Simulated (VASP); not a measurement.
# Fe (P6_3/mmc) in VASP: notebook, part 2 of 2

VASP 6.6.1. The steps go on from the part before.

## Step 4: Single point, PBE+D4, collinear spin, ferromagnetic start

This run uses another cell than the first one, of 10.00 Å³/atom, 1.079 times its volume.

INCAR reads:

```
SYSTEM = Fe
PREC = Accurate ; ENCUT = 600
EDIFF = 1E-6 ; ISMEAR = -1
SIGMA = 0.05 ; LREAL = .False.
LASPH = .True. ; NELM = 200
ALGO = Normal ; ISIF = 2
LWAVE = .False. ; LCHARG = .False.
ISPIN = 2 ; MAGMOM = 3 3
LORBIT = 11 ; LMAXMIX = 4
GGA = PE ; IVDW = 13
NBANDS = 19 ; GGA_COMPAT = .False.
```

KPOINTS reads:

```
Automatic mesh
0
Gamma
  12 12 7
  0 0 0
```

POSCAR reads:

```
Fe
1.0
    2.4425675643      0.0000000000      0.0000000000
   -1.2212837822      2.1153255611      0.0000000000
    0.0000000000      0.0000000000      3.8707838983
Fe
2
Direct
    0.6666666667      0.3333333333      0.7500000000
    0.3333333333      0.6666666667      0.2500000000
```

Potentials or basis: VASP PAW PBE potentials, release 64 (Fe).

Run with:

```bash
$ cat potpaw_PBE.64/Fe/POTCAR > POTCAR
$ mpirun -np 1 vasp_std > vasp.out
```

OUTCAR:

```text
SYSTEM = Fe
   PREC = Accurate
   ENCUT = 600
   EDIFF = 1E-6
   ISMEAR = -1
   LREAL = .False.
   LASPH = .True.
   NELM = 200
   ISIF = 2
   ISPIN = 2
   LORBIT = 11
   GGA = PE
   IVDW = 13

 ion  position               nearest neighbor table
   1  0.667  0.333  0.750-   2 2.39   2 2.39   2 2.39   2 2.39   2 2.39   2 2.39
   2  0.333  0.667  0.250-   1 2.39   1 2.39   1 2.39   1 2.39   1 2.39   1 2.39

  LATTYP: Found a hexagonal cell.
 ALAT       =     2.4425675643
 C/A-ratio  =     1.5847192745

  Lattice vectors:

 A1 = (   2.4425675643,   0.0000000000,   0.0000000000)
 A2 = (  -1.2212837822,   2.1153255611,   0.0000000000)
 A3 = (   0.0000000000,   0.0000000000,   3.8707838983)

Analysis of symmetry for initial positions (statically):
=====================================================================
 Subroutine PRICEL returns:
 Original cell was already a primitive cell.

 Routine SETGRP: Setting up the symmetry group for a
 hexagonal supercell.

 Subroutine GETGRP returns: Found 24 space group operations
 (whereof 12 operations were pure point group operations)
 out of a pool of 24 trial point group operations.

The static configuration has the point symmetry D_3d.
 The point group associated with its full space group is D_6h.

Analysis of symmetry for dynamics (positions and initial velocities):
=====================================================================
 Subroutine PRICEL returns:
 Original cell was already a primitive cell.

 Routine SETGRP: Setting up the symmetry group for a
 hexagonal supercell.

 Subroutine GETGRP returns: Found 24 space group operations
 (whereof 12 operations were pure point group operations)
 out of a pool of 24 trial point group operations.

The dynamic configuration has the point symmetry D_3d.
 The point group associated with its full space group is D_6h.

Analysis of structural, dynamic, and magnetic symmetry:
=====================================================================
 Subroutine PRICEL returns:
 Original cell was already a primitive cell.
[... 154 lines left out ...]
  ---------------------------------------------------
  free energy    TOTEN  =       -16.31448008 eV

  energy without entropy =      -16.29470914  energy(sigma->0) =      -16.30459461

 E-fermi :   7.1487     XC(G=0): -13.9017

 val. band max:        7.1447234596   @ k =   0.3333   0.2500   0.2857
 cond. band min:       7.1778370848   @ k =   0.4167   0.0833   0.4286
 fundamental gap:      0.0331136252
 Fermi energy:         7.1486602183

 spin component 1

 k-point     1 :       0.0000    0.0000    0.0000
  band No.  band energies     occupation
      1      -1.9021      1.00000
      2       2.0823      1.00000
      3       5.4324      1.00000
      4       5.4324      1.00000
      5       5.5497      1.00000
      6       5.9077      1.00000
[... 517 lines left out ...]
     18      31.2432      0.00000
     19      32.8171      0.00000

 [... further k-points ...]

 spin component 2

 k-point     1 :       0.0000    0.0000    0.0000
  band No.  band energies     occupation
      1      -1.9023      1.00000
      2       2.0817      1.00000
      3       5.4323      1.00000
      4       5.4323      1.00000
      5       5.5490      1.00000
      6       5.9076      1.00000
[... 517 lines left out ...]
     18      31.2427      0.00000
     19      32.8171      0.00000

 [... further k-points ...]

------------------------ aborting loop because EDIFF is reached ----------------------------------------

  DFT-D4 for vdW energy calculation

  Edisp (eV):   -0.79617

  FORCE on cell =-STRESS in cart. coord.  units (eV):
  Direction    XX          YY          ZZ          XY          YZ          ZX
  --------------------------------------------------------------------------------------
  -------------------------------------------------------------------------------------
  Total      -0.09188    -0.09188    -0.10054     0.00000    -0.00000    -0.00000
  in kB      -7.36076    -7.36076    -8.05424     0.00000    -0.00000    -0.00000
  external pressure =       -7.59 kB  Pullay stress =        0.00 kB

 VOLUME and BASIS-vectors are now :
 -----------------------------------------------------------------------------
  energy-cutoff  :      600.00
  volume of cell :       20.00
      direct lattice vectors                 reciprocal lattice vectors
     2.442567564  0.000000000  0.000000000     0.409405256  0.236370235  0.000000000
    -1.221283782  2.115325561  0.000000000     0.000000000  0.472740470  0.000000000
     0.000000000  0.000000000  3.870783898     0.000000000  0.000000000  0.258345603

 POSITION                                       TOTAL-FORCE (eV/Angst)
 -----------------------------------------------------------------------------------
      1.22128      0.70511      2.90309        -0.000000     -0.000000      0.000000
     -0.00000      1.41022      0.96770         0.000000      0.000000      0.000000
 -----------------------------------------------------------------------------------
    total drift:                                0.000000     -0.000000     -0.000000

  FREE ENERGIE OF THE ION-ELECTRON SYSTEM (eV)
  ---------------------------------------------------
  free  energy   TOTEN  =       -17.1106545641 eV

  energy  without entropy=      -17.0908836224  energy(sigma->0) =      -17.10076909

 total charge

# of ion       s       p       d       tot
------------------------------------------
    1        0.545   0.655   6.361   7.561
    2        0.545   0.655   6.361   7.561
--------------------------------------------------
tot          1.090   1.310  12.721  15.121

 magnetization (x)

# of ion       s       p       d       tot
------------------------------------------
    1       -0.000  -0.000   0.000   0.000
    2       -0.000  -0.000   0.000   0.000
--------------------------------------------------
tot         -0.000  -0.000   0.000   0.000
```

OSZICAR:

```text
N       E                     dE             d eps       ncg     rms          rms(c)
DAV:   1     0.827251289032E+02    0.82725E+02   -0.78088E+03  6136   0.124E+03
DAV:   2    -0.135900167214E+02   -0.96315E+02   -0.85558E+02  5809   0.218E+02
DAV:   3    -0.173909396827E+02   -0.38009E+01   -0.36300E+01  6424   0.544E+01
DAV:   4    -0.174207849853E+02   -0.29845E-01   -0.29823E-01  6457   0.452E+00
DAV:   5    -0.174210803748E+02   -0.29539E-03   -0.29538E-03  6511   0.416E-01    0.206E+01
DAV:   6    -0.161988680888E+02    0.12222E+01   -0.58932E+00  6263   0.523E+01    0.288E+00
DAV:   7    -0.162620027915E+02   -0.63135E-01   -0.35128E-01  7100   0.101E+01    0.371E+00
DAV:   8    -0.162783310557E+02   -0.16328E-01   -0.57753E-03  6994   0.125E+00    0.226E+00
DAV:   9    -0.163103960808E+02   -0.32065E-01   -0.14119E-02  8039   0.224E+00    0.109E+00
DAV:  10    -0.163140938297E+02   -0.36977E-02   -0.81789E-03  8523   0.153E+00    0.211E-01
DAV:  11    -0.163144840932E+02   -0.39026E-03   -0.51248E-04  8577   0.390E-01    0.906E-02
DAV:  12    -0.163144795814E+02    0.45118E-05   -0.17763E-05  7581   0.573E-02    0.208E-02
DAV:  13    -0.163144800848E+02   -0.50345E-06   -0.33001E-06  6691   0.207E-02
   1 F= -.17110655E+02 E0= -.17100769E+02  d E =-.197709E-01  mag=    -0.0015
```

Wall time 39 s (1 thread of Intel Xeon Platinum 8488C (Sapphire Rapids), shared host); peak memory 0.18 GiB.

What came out:

- Free energy: -17.1107 eV
- Pressure: -0.8 GPa
- Band gap on the k mesh: zero (filled and empty bands overlap)
- Net moment: 0.00 μB per cell
- Valence electrons inside the program's atomic spheres: Fe 7.56
- Dispersion energy per atom: -0.398 eV

Caveat: the starting moments collapsed, and a magnetic state may lie lower; pairwise dispersion overbinds metals, which lowers pressure and volume.

## Step 5: Relaxation of cell and atoms, PBE+D4, collinear spin, ferromagnetic start

This run uses another cell than the first one, of 9.86 Å³/atom, 1.064 times its volume.

INCAR reads:

```
PREC = Accurate
ENCUT = 600
EDIFF = 1E-7
ISMEAR = -1
SIGMA = 0.05
LREAL = False
LASPH = True
NELM = 200
ALGO = Normal
ISIF = 3
LWAVE = False
LCHARG = False
ISPIN = 2
MAGMOM = 3 3
LORBIT = 11
LMAXMIX = 4
GGA = PE
IVDW = 13
IBRION = 2
NSW = 60
EDIFFG = -0.01
GGA_COMPAT = False
NELMIN = 4
```

KPOINTS reads:

```
regular mesh
0
Gamma
  12 12 7
```

POSCAR reads:

```
Fe
1.0
    2.4341575853      0.0000000000      0.0000000000
   -1.2170787927      2.1080423057      0.0000000000
    0.0000000000      0.0000000000      3.8419344700
Fe
2
Direct
    0.6666666667      0.3333333333      0.7500000000
    0.3333333333      0.6666666667      0.2500000000
```

Run with:

```bash
$ cat potpaw_PBE.64/Fe/POTCAR > POTCAR
$ mpirun -np 1 vasp_std > vasp.out
```

Run time: 89 s. Hardware: 1 thread of Intel Xeon Platinum 8488C (Sapphire Rapids), shared host; peak memory 0.17 GiB.

The run converged. Its results:

| Quantity | Value |
| --- | --- |
| Free energy | -17.1107 eV |
| Relaxed volume | 9.97 Å³/atom |
| Relaxed cell | a = 2.440 Å, b = 2.440 Å, c = 3.868 Å, α = 90.00°, β = 90.00°, γ = 120.00° |
| Space group after relaxing (to 0.05 Å) | P6_3/mmc (No. 194) |
| Energy gained by relaxing | 1.5 meV/atom |
| Ionic steps | 4 |
| Pressure after relaxing | 0.0 GPa |
| Band gap on the k mesh | zero (filled and empty bands overlap) |
| Net moment | 0.00 μB per cell |
| Valence electrons inside the program's atomic spheres | Fe 7.57 |
| Dispersion energy per atom | -0.399 eV |

Stress tensor (GPa, compression positive):
```
 0.09  0.00  0.00
 0.00  0.09  0.00
 0.00  0.00 -0.10
```

The path:
```
step  energy change (eV)  largest force (eV/Å)  pressure (GPa)  volume (Å³)
   1              0.0000                0.0000            3.73        19.71
   2              0.0057                0.0000           -6.21        20.38
   3             -0.0029                0.0000           -0.10        19.95
   4             -0.0030                0.0000            0.02        19.94
```

Final structure:
```
Fe
1.0
     2.44009    0.00000    0.00000
    -1.22004    2.11318    0.00000
     0.00000    0.00000    3.86804
Fe
2
Cartesian
  1.2200 0.7044 2.9010
  0.0000 1.4088 0.9670
```

Levels at points of the mesh, in eV from the Fermi level:
Spin up:
```tsv
k point	band 6	band 7	band 8	band 9	band 10	band 11
(0.00, 0.00, 0.00)	-1.25	-1.25	-0.88	-0.88	0.49	0.71
(0.50, 0.00, 0.00)	-1.60	-1.13	0.83	1.06	1.08	2.74
```
Spin down:
```csv
k point,band 4,band 5,band 6,band 7,band 8,band 9,band 10,band 11,band 12,band 13
"(0.00, 0.00, 0.00)",-1.72,-1.61,-1.25,-1.25,-0.88,-0.88,0.49,0.71,0.71,8.93
"(0.50, 0.00, 0.00)",-2.11,-2.02,-1.60,-1.13,0.83,1.06,1.08,2.74,4.94,11.43
```

Caveat: the starting moments collapsed, and a magnetic state may lie lower; pairwise dispersion overbinds metals, which lowers pressure and volume.
